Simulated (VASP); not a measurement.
# Se (Im-3m) in VASP: a series of runs

Se is run at these levels: PBE+U; tasks: single point, relaxation of the atoms.

All numbers are computed with VASP 6.6.1; they aren't measurements. Logs are shortened: lines on timing, memory, paths and dates and some standing lists are left out, and cuts for length are marked.

**1. The cell of the first run**

Symmetry: Im-3m, No. 229, cubic system. The conventional cell has a = 3.407 Å, b = 3.407 Å, c = 3.407 Å, α = 90.00°, β = 90.00°, γ = 90.00°. Se (site symmetry m-3m) has 14 Se at 2.95 to 3.41 Å within 3.9 Å.

This isn't the form of Se at room conditions, which is trigonal, of chains.

**2. Single point, PBE+U, collinear spin, zero start**

Contents of INCAR:

```
SYSTEM = Se
PREC     = Accurate       ! precision mode
ENCUT    = 500            ! plane-wave cutoff, eV
EDIFF    = 1E-6           ! SCF threshold, eV
ISMEAR   = 0              ! smearing method
SIGMA    = 0.1            ! smearing width, eV
LREAL    = .False.        ! projectors in reciprocal space
LASPH    = .True.         ! aspherical terms in the spheres
NELM     = 200            ! most SCF steps
ALGO     = Normal         ! electronic algorithm
ISIF     = 2              ! what is computed and relaxed
LWAVE    = .False.        ! write WAVECAR
LCHARG   = .True.         ! write CHGCAR
ISPIN    = 2              ! spin polarisation
MAGMOM   = 0              ! initial moments
LORBIT   = 11             ! projections on sites
LDAU     = .True.         ! DFT+U
LDAUTYPE = 2            
LDAUL    = 1              ! shell
LDAUU    = 2.2            ! U, eV
LDAUJ    = 0            
LDAUPRINT= 1            
GGA      = PE             ! functional
LELF     = .True.         ! ELF
LVHAR    = .True.       
NBANDS   = 13             ! bands
GGA_COMPAT= .False.
```

Contents of KPOINTS:

```
regular mesh
0
Gamma
  4 4 4
  0 0 0
```

Contents of POSCAR:

```
Se
1.0
   -1.7034486149      1.7034486149      1.7034486149
    1.7034486149     -1.7034486149      1.7034486149
    1.7034486149      1.7034486149     -1.7034486149
Se
1
Direct
    0.0000000000      0.0000000000      0.0000000000
```

Potentials or basis: VASP PAW PBE potentials, release 64 (Se).

The run is started by

```console
cat potpaw_PBE.64/Se/POTCAR > POTCAR
mpirun -np 1 vasp_std > vasp.out
```

OUTCAR:

```text
SYSTEM = Se
   PREC = Accurate
   ENCUT = 500
   EDIFF = 1E-6
   ISMEAR = 0
   LREAL = .False.
   LASPH = .True.
   NELM = 200
   ISIF = 2
   ISPIN = 2
   LORBIT = 11
   GGA = PE

 ion  position               nearest neighbor table
   1  0.000  0.000  0.000-

  LATTYP: Found a body centered cubic cell.
 ALAT       =     3.4068972298

  Lattice vectors:

 A1 = (  -1.7034486149,   1.7034486149,   1.7034486149)
 A2 = (   1.7034486149,  -1.7034486149,   1.7034486149)
 A3 = (   1.7034486149,   1.7034486149,  -1.7034486149)

Analysis of symmetry for initial positions (statically):
=====================================================================
 Subroutine PRICEL returns:
 Original cell was already a primitive cell.

 Routine SETGRP: Setting up the symmetry group for a
 body centered cubic supercell.

 Subroutine GETGRP returns: Found 48 space group operations
 (whereof 48 operations were pure point group operations)
 out of a pool of 48 trial point group operations.

The static configuration has the point symmetry O_h .

Analysis of symmetry for dynamics (positions and initial velocities):
=====================================================================
 Subroutine PRICEL returns:
 Original cell was already a primitive cell.

 Routine SETGRP: Setting up the symmetry group for a
 body centered cubic supercell.

 Subroutine GETGRP returns: Found 48 space group operations
 (whereof 48 operations were pure point group operations)
 out of a pool of 48 trial point group operations.

The dynamic configuration has the point symmetry O_h .

Analysis of structural, dynamic, and magnetic symmetry:
=====================================================================
 Subroutine PRICEL returns:
 Original cell was already a primitive cell.

 Routine SETGRP: Setting up the symmetry group for a
 body centered cubic supercell.

 Subroutine GETGRP returns: Found 48 space group operations
 (whereof 48 operations were pure point group operations)
 out of a pool of 48 trial point group operations.

The overall configuration has the point symmetry O_h .

 Subroutine INISYM returns: Found 48 space group operations
 (whereof 48 operations are pure point group operations),
 and found     1 'primitive' translations

----------------------------------------------------------------------------------------

                                     Primitive cell

  volume of cell :      19.7718

  direct lattice vectors                    reciprocal lattice vectors
    -1.703448615  1.703448615  1.703448615     0.000000000  0.293522209  0.293522209
     1.703448615 -1.703448615  1.703448615     0.293522209  0.000000000  0.293522209
     1.703448615  1.703448615 -1.703448615     0.293522209  0.293522209  0.000000000

  length of vectors
     2.950459549  2.950459549  2.950459549     0.415103089  0.415103089  0.415103089

  position of ions in fractional coordinates (direct lattice)
     0.000000000  0.000000000  0.000000000

  ion indices of the primitive-cell ions
   primitive index   ion index
                 1           1

----------------------------------------------------------------------------------------

 KPOINTS: regular mesh

Automatic generation of k-mesh.
 Grid dimensions read from file:
 generate k-points for:    4    4    4

 Generating k-lattice:

  Cartesian coordinates                     Fractional coordinates (reciprocal lattice)
     0.000000000  0.073380552  0.073380552     0.250000000  0.000000000  0.000000000
     0.073380552  0.000000000  0.073380552     0.000000000  0.250000000  0.000000000
     0.073380552  0.073380552  0.000000000     0.000000000  0.000000000  0.250000000

  Length of vectors
     0.103775772  0.103775772  0.103775772

  Shift w.r.t. Gamma in fractional coordinates (k-lattice)
     0.000000000  0.000000000  0.000000000

 Subroutine IBZKPT returns following result:
 ===========================================

 Found      8 irreducible k-points:

 Following reciprocal coordinates:
            Coordinates               Weight
  0.000000  0.000000  0.000000      1.000000
  0.250000  0.000000  0.000000     12.000000
  0.500000  0.000000  0.000000      6.000000
  0.250000  0.250000  0.000000     24.000000
  0.250000  0.250000  0.250000      2.000000
 -0.250000  0.250000  0.250000      6.000000
  0.500000  0.500000  0.250000     12.000000
  0.500000  0.500000  0.500000      1.000000
   k-points           NKPTS =      8   k-points in BZ     NKDIM =      8   number of bands    NBANDS=     13
   number of dos      NEDOS =    301   number of ions     NIONS =      1
   total plane-waves  NPLWV =  13824
   dimension x,y,z NGX =    24 NGY =   24 NGZ =   24
   dimension x,y,z NGXF=    48 NGYF=   48 NGZF=   48
   ions per type =               1
   NGX,Y,Z   is equivalent  to a cutoff of  13.52, 13.52, 13.52 a.u.
   NGXF,Y,Z  is equivalent  to a cutoff of  27.05, 27.05, 27.05 a.u.
 SYSTEM =  Se
   PREC   = accura    normal or accurate (medium, high low for compatibility)
   ISTART =      0    job   : 0-new  1-cont  2-samecut
   ICHARG =      2    charge: 1-file 2-atom 10-const
   ISPIN  =      2    spin polarized calculation?
   LNONCOLLINEAR =      F non collinear calculations
   LSORBIT =      F    spin-orbit coupling
   LASPH  =      T    aspherical Exc in radial PAW
   ENCUT  =  500.0 eV  36.75 Ry    6.06 a.u.   5.38  5.38  5.38*2*pi/ulx,y,z
   NELM   =    200;   NELMIN=  2; NELMDL= -5     # of ELM steps
   EDIFF  = 0.1E-05   stopping-criterion for ELM
   LREAL  =      F    real-space projection
   EDIFFG = 0.1E-04   stopping-criterion for IOM
   NSW    =      0    number of steps for IOM
   IBRION =     -1    ionic relax: 0-MD 1-quasi-New 2-CG
   NFREE  =      0    steps in history (QN), initial steepest desc. (CG)
   ISIF   =      2    stress and relaxation
   ISYM   =      2    0-nonsym 1-usesym 2-fastsym
   POTIM  = 0.5000    time-step for ionic-motion
   TEBEG  =    0.0;   TEEND  =   0.0 temperature during run
   PSTRESS=    0.0 pullay stress
   NELECT =       6.0000    total number of electrons
   NUPDOWN=      -1.0000    fix difference up-down
   EMIN   =  10.00;   EMAX   =-10.00  energy-range for DOS
   EFERMI =   0.00;   METHOD = LEGACY
   ISMEAR =     0;   SIGMA  =   0.10  broadening in eV -4-tet -1-fermi 0-gaus
   EFERMI_NEDOS =   21; number of points for ismear=-14 and -15
   IALGO  =     38    algorithm
   IMIX   =      4    mixing-type and parameters
     AMIX     =   0.40;   BMIX     =  1.00
     AMIX_MAG =   1.60;   BMIX_MAG =  1.00
  volume/ion in A,a.u.               =      19.77       133.43
  Fermi-wavevector in a.u.,A,eV,Ry     =   1.100127  2.078939 16.466855  1.210280
  Thomas-Fermi vector in A             =   2.236533
   LORBIT       =     11    0 simple, 1 ext, 2 COOP (PROOUT), +10 PAW based schemes
 LDA+U is selected, type is set to LDAUTYPE =  2
   angular momentum for each species LDAUL =     1
   U (eV)           for each species LDAUU =   2.2
   J (eV)           for each species LDAUJ =   0.0
   GGA     = PE    functional components
   LHFCALC =     F    Hartree Fock is set to
   AEXX    =    0.0000 exact exchange contribution
   IVDW    =     0    specifies the selected vdW correction
   LEPSILON=     F    determine dielectric tensor
   LRPA    =     F    only Hartree local field effects (RPA)
 spin polarized calculation
 Gauss-broadening in eV      SIGMA  =   0.10
  energy-cutoff  :      500.00
  volume of cell :       19.77
 maximum number of plane-waves:       531
 NGX is ok and might be reduce to    24
   NGX = 11   NGY = 11   NGZ = 11

 number of electron       6.0000000 magnetization      -0.0000017

 number of electron       6.0000000 magnetization       0.0000006

 Free energy of the ion-electron system (eV)
  ---------------------------------------------------
  ext. energy  EPLUGINS =         0.00000000
  ---------------------------------------------------
  free energy    TOTEN  =        -1.74086911 eV

  energy without entropy =       -1.73680378  energy(sigma->0) =       -1.73883645

 E-fermi :   5.3911     XC(G=0): -10.7506

 val. band max:        5.2933230141   @ k =  -0.2500   0.2500   0.2500
 cond. band min:       6.0966828370   @ k =   0.5000   0.0000   0.0000
 fundamental gap:      0.8033598229
 Fermi energy:         5.3911154475

 spin component 1

 k-point     1 :       0.0000    0.0000    0.0000
  band No.  band energies     occupation
      1     -10.5639      1.00000
      2       9.1947      0.00000
      3       9.1947      0.00000
      4       9.1947      0.00000
      5      17.3020      0.00000
      6      18.2816      0.00000
      7      18.2816      0.00000
      8      18.2816      0.00000
      9      21.3474      0.00000
     10      21.3474      0.00000
     11      23.0729      0.00000
     12      23.0729      0.00000
     13      23.0729      0.00000
[... 97 lines left out ...]
 k-point     8 :       0.5000    0.5000    0.5000
  band No.  band energies     occupation
      1      -4.5044      1.00000
      2       2.6934      1.00000
      3       2.6934      1.00000
      4       2.6934      1.00000
      5       9.8007      0.00000
      6       9.8007      0.00000
      7      28.7046      0.00000
      8      28.7046      0.00000
      9      28.7046      0.00000
     10      29.3626      0.00000
     11      29.3626      0.00000
     12      29.3626      0.00000
     13      31.5924      0.00000
 Fermi energy:         5.3911154475

 spin component 2

 k-point     1 :       0.0000    0.0000    0.0000
  band No.  band energies     occupation
      1     -10.5639      1.00000
      2       9.1947      0.00000
      3       9.1947      0.00000
      4       9.1947      0.00000
      5      17.3020      0.00000
      6      18.2816      0.00000
      7      18.2816      0.00000
      8      18.2816      0.00000
      9      21.3474      0.00000
     10      21.3474      0.00000
     11      23.0729      0.00000
     12      23.0729      0.00000
     13      23.0729      0.00000
[... 97 lines left out ...]
 k-point     8 :       0.5000    0.5000    0.5000
  band No.  band energies     occupation
      1      -4.5044      1.00000
      2       2.6934      1.00000
      3       2.6934      1.00000
      4       2.6934      1.00000
      5       9.8007      0.00000
      6       9.8007      0.00000
      7      28.7046      0.00000
      8      28.7046      0.00000
      9      28.7046      0.00000
     10      29.3626      0.00000
     11      29.3626      0.00000
     12      29.3626      0.00000
     13      31.5924      0.00000

------------------------ aborting loop because EDIFF is reached ----------------------------------------

  FORCE on cell =-STRESS in cart. coord.  units (eV):
  Direction    XX          YY          ZZ          XY          YZ          ZX
  --------------------------------------------------------------------------------------
  -------------------------------------------------------------------------------------
  Total        0.1793174      0.1793174      0.1793174      0.0000000      0.0000000      0.0000000
  in kB       14.5306751     14.5306751     14.5306751      0.0000000      0.0000000      0.0000000
  external PRESSURE =      14.5306751 kB  Pullay stress =       0.0000000 kB

 VOLUME and BASIS-vectors are now :
 -----------------------------------------------------------------------------
  energy-cutoff  :      500.00
  volume of cell :       19.77
      direct lattice vectors                 reciprocal lattice vectors
    -1.703448615  1.703448615  1.703448615     0.000000000  0.293522209  0.293522209
     1.703448615 -1.703448615  1.703448615     0.293522209  0.000000000  0.293522209
     1.703448615  1.703448615 -1.703448615     0.293522209  0.293522209  0.000000000

 POSITION                                       TOTAL-FORCE (eV/Angst)
 -----------------------------------------------------------------------------------
      0.00000      0.00000      0.00000         0.000000      0.000000     -0.000000
 -----------------------------------------------------------------------------------
    total drift:                                0.000000      0.000000      0.000000

  FREE ENERGIE OF THE ION-ELECTRON SYSTEM (eV)
  ---------------------------------------------------
  free  energy   TOTEN  =        -1.7408691110 eV

  energy  without entropy=       -1.7368037835  energy(sigma->0) =       -1.73883645

 total charge

# of ion       s       p       d       tot
------------------------------------------
    1        1.555   1.970   0.058   3.584

 magnetization (x)

# of ion       s       p       d       tot
------------------------------------------
    1        0.000  -0.000   0.000  -0.000
```

Wall time 6.3 s (1 thread of Intel Xeon Platinum 8375C at 2.90GHz (Ice Lake), shared host); peak memory 0.14 GiB.

Results:

```
Free energy                                           : -1.7409 eV
Pressure                                              : 1.5 GPa
Band gap on the k mesh                                : zero (filled and empty bands overlap)
Net moment                                            : 0.00 μB per cell
Valence electrons inside the program's atomic spheres : Se 3.58
```

Caveat: the k points lie up to 0.65 Å⁻¹ apart, too coarse for converged energies and pressures of a metal.

**3. Relaxation of the atoms, PBE+U, collinear spin, zero start**

Contents of INCAR:

```
SYSTEM = Se
PREC = Accurate ; ENCUT = 450
EDIFF = 1E-7 ; ISMEAR = 0
SIGMA = 0.1 ; LREAL = .False.
LASPH = .True. ; NELM = 200
ALGO = Normal ; ISIF = 2
LWAVE = .False. ; LCHARG = .False.
ISPIN = 2 ; MAGMOM = 0
LORBIT = 11 ; LDAU = .True.
LDAUTYPE = 2 ; LDAUL = 1
LDAUU = 2.2 ; LDAUJ = 0
LDAUPRINT = 1 ; GGA = PE
IBRION = 2 ; NSW = 30
EDIFFG = -0.07 ; GGA_COMPAT = .False.
NELMIN = 4
```

Contents of KPOINTS:

```
Automatic mesh
0
Gamma
  4 4 4
  0 0 0
```

POSCAR is that of step 2.

Potentials or basis: VASP PAW PBE potentials, release 64 (Se).

The run is started by

```console
cat potpaw_PBE.64/Se/POTCAR > POTCAR
mpirun -np 1 vasp_std > vasp.out
```

Wall time 3.7 s (1 thread of Intel Xeon Platinum 8375C at 2.90GHz (Ice Lake), shared host); peak memory 0.12 GiB.

The run converged. Its results:

```yaml
Free_energy: -1.7407 eV
Pressure_after_relaxing: 1.5 GPa
Band_gap_on_the_k_mesh: zero (filled and empty bands overlap)
Net_moment: 0.00 μB per cell
Valence_electrons_inside_the_program's_atomic_spheres: Se 3.58
```

Final structure:
```
CELL_PARAMETERS angstrom
-1.70345 1.70345 1.70345
1.70345 -1.70345 1.70345
1.70345 1.70345 -1.70345
ATOMIC_POSITIONS crystal
Se 0.00000 0.00000 0.00000
```

Levels at points of the mesh, in eV from the Fermi level:
Spin up:
| k point | band 1 | band 2 | band 3 | band 4 | band 5 | band 6 | band 7 |
| --- | --- | --- | --- | --- | --- | --- | --- |
| (0.00, 0.00, 0.00) | -15.96 | 3.80 | 3.80 | 3.80 | 11.91 | 12.89 | 12.89 |
| (0.50, 0.00, 0.00) | -12.38 | -6.27 | 0.71 | 2.88 | 7.37 | 8.74 | 18.01 |
| (0.50, 0.50, 0.50) | -9.90 | -2.70 | -2.70 | -2.70 | 4.41 | 4.41 | 23.31 |
Spin down:
| k point | band 1 | band 2 | band 3 | band 4 | band 5 | band 6 |
| --- | --- | --- | --- | --- | --- | --- |
| (0.00, 0.00, 0.00) | -15.96 | 3.80 | 3.80 | 3.80 | 11.91 | 12.89 |
| (0.50, 0.00, 0.00) | -12.38 | -6.27 | 0.71 | 2.88 | 7.37 | 8.74 |
| (0.50, 0.50, 0.50) | -9.90 | -2.70 | -2.70 | -2.70 | 4.41 | 4.41 |

Caveat: the k points lie up to 0.65 Å⁻¹ apart, too coarse for converged energies and pressures of a metal; the relaxation stopped at its first step, so nothing moved.
